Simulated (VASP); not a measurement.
# C (Fd-3m) in VASP: further runs

C is run at these levels: PBE; tasks: density of states.

All numbers are computed with VASP 6.6.1; they aren't measurements. Logs are shortened: lines on timing, memory, paths and dates and some standing lists are left out, and cuts for length are marked.

## (1) The cell of the first run

Symmetry: Fd-3m, No. 227, cubic system. The conventional cell has a = 2.632 Å, b = 2.632 Å, c = 2.632 Å, α = 90.00°, β = 90.00°, γ = 90.00°. Within 1.5 Å of C (site symmetry -43m) lie 4 C at 1.14 Å.

## (2) Density of states, PBE (volume scaled by 0.4)

The input, POSCAR:

```
C
1.0
   -0.9303983425      0.9303983425      1.3157515225
    0.9303983425     -0.9303983425      1.3157515225
    0.9303983425      0.9303983425     -1.3157515225
C
2
Direct
   -0.3750000000     -0.1250000000     -0.2500000000
    0.3750000000      0.1250000000      0.2500000000
```

The input, INCAR.step1:

```
SYSTEM = C
PREC = Accurate
ENCUT = 520
EDIFF = 1E-6
ISMEAR = -1
SIGMA = 0.1
LREAL = .False.
LASPH = .True.
NELM = 60
ALGO = Normal
ISIF = 2
LWAVE = .False.
LCHARG = .True.
GGA = PE
NBANDS = 11
```

The input, KPOINTS.step1:

```
regular mesh
0
Gamma
  21 21 21
  0 0 0
```

The input, INCAR.step2:

```
SYSTEM = C
PREC = Accurate
ENCUT = 520
EDIFF = 1E-6
ISMEAR = -5
SIGMA = 0.1
LREAL = .False.
LASPH = .True.
NELM = 60
ALGO = Normal
ISIF = 2
LWAVE = .False.
LCHARG = .False.
GGA = PE
LORBIT = 11
NEDOS = 1001
ICHARG = 11
```

The input, KPOINTS.step2:

```
regular mesh
0
Gamma
  32 32 32
  0 0 0
```

Potentials or basis: VASP PAW PBE potentials, release 64 (C).

The run is started by

```console
> cat potpaw_PBE.64/C/POTCAR > POTCAR
> cp INCAR.step1 INCAR
> cp KPOINTS.step1 KPOINTS
> mpirun -np 1 vasp_std > vasp.out
> cp INCAR.step2 INCAR
> cp KPOINTS.step2 KPOINTS
> mpirun -np 1 vasp_std > vasp.out
```

OUTCAR:

```text
SYSTEM = C
   PREC = Accurate
   ENCUT = 520
   EDIFF = 1E-6
   ISMEAR = -5
   LREAL = .False.
   LASPH = .True.
   NELM = 60
   ISIF = 2
   GGA = PE
   LORBIT = 11
   ICHARG = 11

 ion  position               nearest neighbor table
   1  0.625  0.875  0.750-   2 1.14   2 1.14   2 1.14   2 1.14
   2  0.375  0.125  0.250-   1 1.14   1 1.14   1 1.14   1 1.14

  LATTYP: Found a body centered tetragonal cell.
 ALAT       =     1.8607966850
 C/A-ratio  =     1.4141808539

  Lattice vectors:

 A1 = (  -0.9303983425,   0.9303983425,   1.3157515225)
 A2 = (   0.9303983425,  -0.9303983425,   1.3157515225)
 A3 = (   0.9303983425,   0.9303983425,  -1.3157515225)

Analysis of symmetry for initial positions (statically):
=====================================================================
 Subroutine PRICEL returns:
 Original cell was already a primitive cell.

 Routine SETGRP: Setting up the symmetry group for a
 body centered tetragonal supercell.

 Subroutine GETGRP returns: Found 16 space group operations
 (whereof  4 operations were pure point group operations)
 out of a pool of 16 trial point group operations.

The static configuration has the point symmetry C_2h.
 The point group associated with its full space group is D_4h.

Analysis of symmetry for dynamics (positions and initial velocities):
=====================================================================
 Subroutine PRICEL returns:
 Original cell was already a primitive cell.

 Routine SETGRP: Setting up the symmetry group for a
 body centered tetragonal supercell.

 Subroutine GETGRP returns: Found 16 space group operations
 (whereof  4 operations were pure point group operations)
 out of a pool of 16 trial point group operations.

The dynamic configuration has the point symmetry C_2h.
 The point group associated with its full space group is D_4h.

 Subroutine INISYM returns: Found 16 space group operations
 (whereof  4 operations are pure point group operations),
 and found     1 'primitive' translations

----------------------------------------------------------------------------------------

                                     Primitive cell

  volume of cell :       4.5559

  direct lattice vectors                    reciprocal lattice vectors
    -0.930398342  0.930398342  1.315751523     0.000000000  0.537404225  0.380010961
     0.930398342 -0.930398342  1.315751523     0.537404225  0.000000000  0.380010961
     0.930398342  0.930398342 -1.315751523     0.537404225  0.537404225  0.000000000

  length of vectors
     1.860775167  1.860775167  1.860775167     0.658188143  0.658188143  0.760004343

  position of ions in fractional coordinates (direct lattice)
     0.625000000  0.875000000  0.750000000
     0.375000000  0.125000000  0.250000000

  ion indices of the primitive-cell ions
   primitive index   ion index
                 1           1
                 2           2

----------------------------------------------------------------------------------------

 KPOINTS: regular mesh

Automatic generation of k-mesh.
 Grid dimensions read from file:
 generate k-points for:   32   32   32

 Generating k-lattice:

  Cartesian coordinates                     Fractional coordinates (reciprocal lattice)
     0.000000000  0.016793882  0.011875343     0.031250000  0.000000000  0.000000000
     0.016793882  0.000000000  0.011875343     0.000000000  0.031250000  0.000000000
     0.016793882  0.016793882  0.000000000     0.000000000  0.000000000  0.031250000

  Length of vectors
     0.020568379  0.020568379  0.023750136

  Shift w.r.t. Gamma in fractional coordinates (k-lattice)
     0.000000000  0.000000000  0.000000000

 TETIRR: Found  41401 inequivalent tetrahedra from   196608

 Subroutine IBZKPT returns following result:
 ===========================================

 Found   2393 irreducible k-points:

 Following reciprocal coordinates:
            Coordinates               Weight
  0.000000  0.000000  0.000000      1.000000
  0.031250 -0.000000  0.000000      8.000000
  0.062500 -0.000000  0.000000      8.000000
  0.093750 -0.000000  0.000000      8.000000
  0.125000 -0.000000  0.000000      8.000000
  0.156250 -0.000000  0.000000      8.000000
[... 16 lines left out ...]
  0.187500  0.031250  0.000000     16.000000
  0.218750  0.031250  0.000000     16.000000
 [... further k-points ...]
   k-points           NKPTS =   2393   k-points in BZ     NKDIM =   2393   number of bands    NBANDS=      8
   number of dos      NEDOS =   1001   number of ions     NIONS =      2
   total plane-waves  NPLWV =   2744
   dimension x,y,z NGX =    14 NGY =   14 NGZ =   14
   dimension x,y,z NGXF=    28 NGYF=   28 NGZF=   28
   ions per type =               2
   NGX,Y,Z   is equivalent  to a cutoff of  12.51, 12.51, 12.51 a.u.
   NGXF,Y,Z  is equivalent  to a cutoff of  25.02, 25.02, 25.02 a.u.
 SYSTEM =  C
   PREC   = accura    normal or accurate (medium, high low for compatibility)
   ISTART =      0    job   : 0-new  1-cont  2-samecut
   ICHARG =     11    charge: 1-file 2-atom 10-const
   ISPIN  =      1    spin polarized calculation?
   LNONCOLLINEAR =      F non collinear calculations
   LSORBIT =      F    spin-orbit coupling
   LASPH  =      T    aspherical Exc in radial PAW
   ENCUT  =  520.0 eV  38.22 Ry    6.18 a.u.   3.46  3.46  3.46*2*pi/ulx,y,z
   NELM   =     60;   NELMIN=  2; NELMDL=  0     # of ELM steps
   EDIFF  = 0.1E-05   stopping-criterion for ELM
   LREAL  =      F    real-space projection
   EDIFFG = 0.1E-04   stopping-criterion for IOM
   NSW    =      0    number of steps for IOM
   IBRION =     -1    ionic relax: 0-MD 1-quasi-New 2-CG
   NFREE  =      0    steps in history (QN), initial steepest desc. (CG)
   ISIF   =      2    stress and relaxation
   ISYM   =      2    0-nonsym 1-usesym 2-fastsym
   POTIM  = 0.5000    time-step for ionic-motion
   TEBEG  =    0.0;   TEEND  =   0.0 temperature during run
   PSTRESS=    0.0 pullay stress
   NELECT =       8.0000    total number of electrons
   NUPDOWN=      -1.0000    fix difference up-down
   EMIN   =  10.00;   EMAX   =-10.00  energy-range for DOS
   EFERMI =   0.00;   METHOD = LEGACY
   ISMEAR =    -5;   SIGMA  =   0.10  broadening in eV -4-tet -1-fermi 0-gaus
   EFERMI_NEDOS =   21; number of points for ismear=-14 and -15
   IALGO  =     38    algorithm
   IMIX   =      4    mixing-type and parameters
     AMIX     =   0.40;   BMIX     =  1.00
     AMIX_MAG =   1.60;   BMIX_MAG =  1.00
  volume/ion in A,a.u.               =       2.28        15.37
  Fermi-wavevector in a.u.,A,eV,Ry     =   1.975063  3.732328 53.074602  3.900873
  Thomas-Fermi vector in A             =   2.996707
   LORBIT       =     11    0 simple, 1 ext, 2 COOP (PROOUT), +10 PAW based schemes
   GGA     = PE    functional components
   LHFCALC =     F    Hartree Fock is set to
   AEXX    =    0.0000 exact exchange contribution
   IVDW    =     0    specifies the selected vdW correction
   LEPSILON=     F    determine dielectric tensor
   LRPA    =     F    only Hartree local field effects (RPA)
 non-spin polarized calculation
 Fermi weights with tetrahedron method with Bloechl corrections
  energy-cutoff  :      520.00
  volume of cell :        4.56
 maximum number of plane-waves:       131
 NGX is ok and might be reduce to    14

 number of electron       8.0000002 magnetization

 Free energy of the ion-electron system (eV)
  ---------------------------------------------------
  ext. energy  EPLUGINS =         0.00000000
  ---------------------------------------------------
  free energy    TOTEN  =         2.74506114 eV

  energy without entropy =        2.74506114  energy(sigma->0) =        2.74506114

 E-fermi :  28.2981     XC(G=0): -18.3908

 val. band max:       28.2729990203   @ k =   0.0000   0.0000   0.0000
 cond. band min:      35.2744878682   @ k =  -0.4687  -0.4687   0.4687
 fundamental gap:      7.0014888478
 Fermi energy:        28.2980942951

 k-point     1 :       0.0000    0.0000    0.0000
  band No.  band energies     occupation
      1      -9.8500      2.00000
      2      28.2724      2.00000
      3      28.2724      2.00000
      4      28.2730      2.00000
      5      36.4516      0.00000
      6      36.4520      0.00000
      7      36.4520      0.00000
      8      65.2884      0.00000

 k-point     2 :       0.0312   -0.0000    0.0000
  band No.  band energies     occupation
      1      -9.8067      2.00000
      2      27.7749      2.00000
      3      28.1333      2.00000
      4      28.1337      2.00000
      5      36.6264      0.00000
      6      36.6267      0.00000
      7      36.9103      0.00000
      8      64.4430      0.00000

 k-point     3 :       0.0625   -0.0000    0.0000
  band No.  band energies     occupation
      1      -9.6725      2.00000
      2      26.5257      2.00000
      3      27.7540      2.00000
      4      27.7544      2.00000
      5      37.1143      0.00000
      6      37.1146      0.00000
      7      38.0547      0.00000
      8      62.9255      0.00000

 k-point     4 :       0.0937   -0.0000    0.0000
  band No.  band energies     occupation
      1      -9.4487      2.00000
      2      24.8890      2.00000
      3      27.2169      2.00000
      4      27.2174      2.00000
      5      37.8117      0.00000
      6      37.8119      0.00000
      7      39.5166      0.00000
      8      61.3780      0.00000

 k-point     5 :       0.1250   -0.0000    0.0000
  band No.  band energies     occupation
      1      -9.1356      2.00000
      2      23.0722      2.00000
      3      26.6009      2.00000
      4      26.6014      2.00000
      5      38.6074      0.00000
      6      38.6076      0.00000
      7      41.0871      0.00000
      8      59.9300      0.00000
[... 177 lines left out ...]
 k-point    22 :       0.1562    0.0312    0.0000
  band No.  band energies     occupation
      1      -8.5407      2.00000
      2      20.5335      2.00000
      3      24.8194      2.00000
      4      26.4086      2.00000
      5      38.9495      0.00000
      6      40.5531      0.00000
      7      43.2572      0.00000
      8      57.3641      0.00000

 k-point    23 :       0.1875    0.0312    0.0000
  band No.  band energies     occupation
      1      -8.0222      2.00000
      2      18.6144      2.00000
      3      24.2245      2.00000
      4      25.7872      2.00000
      5      39.6197      0.00000
      6      41.1688      0.00000
      7      44.7350      0.00000
      8      56.4227      0.00000

 k-point    24 :       0.2187    0.0312    0.0000
  band No.  band energies     occupation
      1      -7.4175      2.00000
      2      16.7023      2.00000
      3      23.6862      2.00000
      4      25.1812      2.00000
      5      40.1417      0.00000
      6      41.5708      0.00000
      7      46.1236      0.00000
      8      55.6605      0.00000

 [... further k-points ...]
[... 5 lines left out ...]
  --------------------------------------------------------------------------------------
  -------------------------------------------------------------------------------------
  Total       55.7488986     55.7488986     55.7499405     -0.0000000     -0.0000000      0.0000000
  in kB    19605.3746360  19605.3746360  19605.7410507     -0.0000000     -0.0000000      0.0000000
  external PRESSURE =   19605.4967742 kB  Pullay stress =       0.0000000 kB

 VOLUME and BASIS-vectors are now :
 -----------------------------------------------------------------------------
  energy-cutoff  :      520.00
  volume of cell :        4.56
      direct lattice vectors                 reciprocal lattice vectors
    -0.930398342  0.930398342  1.315751523     0.000000000  0.537404225  0.380010961
     0.930398342 -0.930398342  1.315751523     0.537404225  0.000000000  0.380010961
     0.930398342  0.930398342 -1.315751523     0.537404225  0.537404225  0.000000000

 POSITION                                       TOTAL-FORCE (eV/Angst)
 -----------------------------------------------------------------------------------
      0.93040      0.46520      0.98681         0.000000     -0.000000     -0.000000
      0.00000      0.46520      0.32894        -0.000000      0.000000      0.000000
 -----------------------------------------------------------------------------------
    total drift:                                0.000000     -0.000000      0.000000

  FREE ENERGIE OF THE ION-ELECTRON SYSTEM (eV)
  ---------------------------------------------------
  free  energy   TOTEN  =         2.7450611424 eV

  energy  without entropy=        2.7450611424  energy(sigma->0) =        2.74506114

 total charge

# of ion       s       p       d       tot
------------------------------------------
    1        1.210   3.135   0.000   4.345
    2        1.210   3.135   0.000   4.345
--------------------------------------------------
tot          2.421   6.270   0.000   8.691
```

Wall time 47 s (1 thread of Intel Xeon Platinum 8488C (Sapphire Rapids), shared host); peak memory 0.23 GiB.

Levels at points of the mesh, in eV from the valence-band top:
| k point | band 2 | band 3 | band 4 | band 5 | band 6 | band 7 |
| --- | --- | --- | --- | --- | --- | --- |
| (0.00, 0.00, 0.00) | 0.00 | 0.00 | 0.00 | 8.18 | 8.18 | 8.18 |
| (0.50, 0.00, 0.00) | -24.49 | -6.15 | -6.15 | 11.96 | 11.96 | 23.37 |
| (0.50, 0.50, 0.00) | -22.54 | -14.35 | -14.35 | 7.03 | 7.03 | 36.22 |
| (0.50, 0.50, 0.50) | -22.54 | -14.35 | -14.35 | 7.02 | 7.02 | 36.22 |

Caveat: the cell differs from its parent crystal (volume scaled by 0.4).

## (3) Density of states, PBE (volume scaled by 0.8)

The input, POSCAR:

```
C
1.0
   -1.1722284565      1.1722284565      1.6577430396
    1.1722284565     -1.1722284565      1.6577430396
    1.1722284565      1.1722284565     -1.6577430396
C
2
Direct
   -0.3750000000     -0.1250000000     -0.2500000000
    0.3750000000      0.1250000000      0.2500000000
```

The input, INCAR.step1:

```
ALGO = Normal ; EDIFF = 1E-7
ENCUT = 520 ; GGA = PE
ISIF = 2 ; ISMEAR = -1
LASPH = T ; LCHARG = T
LREAL = F ; LWAVE = F
NBANDS = 11 ; NELM = 60
PREC = Accurate ; SIGMA = 0.1
```

The input, KPOINTS.step1:

```
k-points
0
Gamma
  21 21 21
```

The input, INCAR.step2:

```
ALGO = Normal ; EDIFF = 1E-7
ENCUT = 520 ; GGA = PE
ICHARG = 11 ; ISIF = 2
ISMEAR = -5 ; LASPH = T
LCHARG = F ; LORBIT = 11
LREAL = F ; LWAVE = F
NBANDS = 11 ; NEDOS = 1001
NELM = 60 ; PREC = Accurate
SIGMA = 0.1
```

The input, KPOINTS.step2:

```
k-points
0
Gamma
  32 32 32
```

Potentials or basis: VASP PAW PBE potentials, release 64 (C).

The run is started by

```console
> cat potpaw_PBE.64/C/POTCAR > POTCAR
> cp INCAR.step1 INCAR
> cp KPOINTS.step1 KPOINTS
> mpirun -np 1 vasp_std > vasp.out
> cp INCAR.step2 INCAR
> cp KPOINTS.step2 KPOINTS
> mpirun -np 1 vasp_std > vasp.out
```

It took 2.6 min on 1 thread of Intel Xeon Platinum 8488C (Sapphire Rapids), shared host; peak memory 0.37 GiB.

It converged, with:

| Property | Result |
| --- | --- |
| Valence electrons inside the program's atomic spheres | C 2.88 |

Levels at points of the mesh, in eV from the valence-band top:
```
           k point  band 1  band 2  band 3  band 4  band 5  band 6  band 7  band 8  band 9
(0.00, 0.00, 0.00)  -24.66    0.00    0.00    0.00    6.20    6.20    6.20   18.69   22.38
(0.50, 0.00, 0.00)  -17.50  -16.06   -3.42   -3.41    9.36    9.36   12.03   17.62   25.43
(0.50, 0.50, 0.00)  -14.48  -14.48   -7.75   -7.75    5.20    5.20   20.42   20.42   27.77
(0.50, 0.50, 0.50)  -14.48  -14.48   -7.75   -7.75    5.20    5.20   20.42   20.42   27.77
```

Caveat: the cell differs from its parent crystal (volume scaled by 0.8).

## (4) Density of states, PBE

This run uses another cell than the first one, of 5.69 Å³/atom, 2.500 times its volume.

The input, POSCAR:

```
C
1.0
   -1.2627448256      1.2627448256      1.7857495558
    1.2627448256     -1.2627448256      1.7857495558
    1.2627448256      1.2627448256     -1.7857495558
C
2
Direct
   -0.3750000000     -0.1250000000     -0.2500000000
    0.3750000000      0.1250000000      0.2500000000
```

The input, INCAR.step1:

```
SYSTEM = C
  ALGO = Normal
  EDIFF = 1E-6
  ENCUT = 520
  GGA = PE
  ISIF = 2
  ISMEAR = -1
  LASPH = .True.
  LCHARG = .True.
  LREAL = .False.
  LWAVE = .False.
  NBANDS = 11
  NELM = 80
  PREC = Accurate
  SIGMA = 0.1
```

The input, KPOINTS.step1:

```
k-points
0
Gamma
  21 21 21
  0 0 0
```

The input, INCAR.step2:

```
SYSTEM = C
  ALGO = Normal
  EDIFF = 1E-6
  ENCUT = 520
  GGA = PE
  ICHARG = 11
  ISIF = 2
  ISMEAR = -5
  LASPH = .True.
  LCHARG = .False.
  LORBIT = 11
  LREAL = .False.
  LWAVE = .False.
  NBANDS = 11
  NEDOS = 1001
  NELM = 80
  PREC = Accurate
  SIGMA = 0.1
```

The input, KPOINTS.step2:

```
k-points
0
Gamma
  32 32 32
  0 0 0
```

The run is started by

```console
> cat potpaw_PBE.64/C/POTCAR > POTCAR
> cp INCAR.step1 INCAR
> cp KPOINTS.step1 KPOINTS
> mpirun -np 1 vasp_std > vasp.out
> cp INCAR.step2 INCAR
> cp KPOINTS.step2 KPOINTS
> mpirun -np 1 vasp_std > vasp.out
```

It took 3.7 min on 1 thread of Intel Xeon Platinum 8488C (Sapphire Rapids), shared host; peak memory 0.41 GiB.

Results (log left out):

```
Valence electrons inside the program's atomic spheres : C 2.57
```

Levels at points of the mesh, in eV from the valence-band top:
| k point | band 1 | band 2 | band 3 | band 4 | band 5 | band 6 | band 7 | band 8 |
| --- | --- | --- | --- | --- | --- | --- | --- | --- |
| (0.00, 0.00, 0.00) | -21.42 | 0.00 | 0.00 | 0.00 | 5.58 | 5.58 | 5.58 | 13.24 |
| (0.50, 0.00, 0.00) | -15.67 | -13.33 | -2.79 | -2.79 | 8.44 | 8.44 | 8.79 | 15.66 |
| (0.50, 0.50, 0.00) | -12.73 | -12.73 | -6.27 | -6.27 | 4.75 | 4.75 | 16.75 | 16.75 |
| (0.50, 0.50, 0.50) | -12.73 | -12.73 | -6.27 | -6.27 | 4.75 | 4.75 | 16.75 | 16.75 |
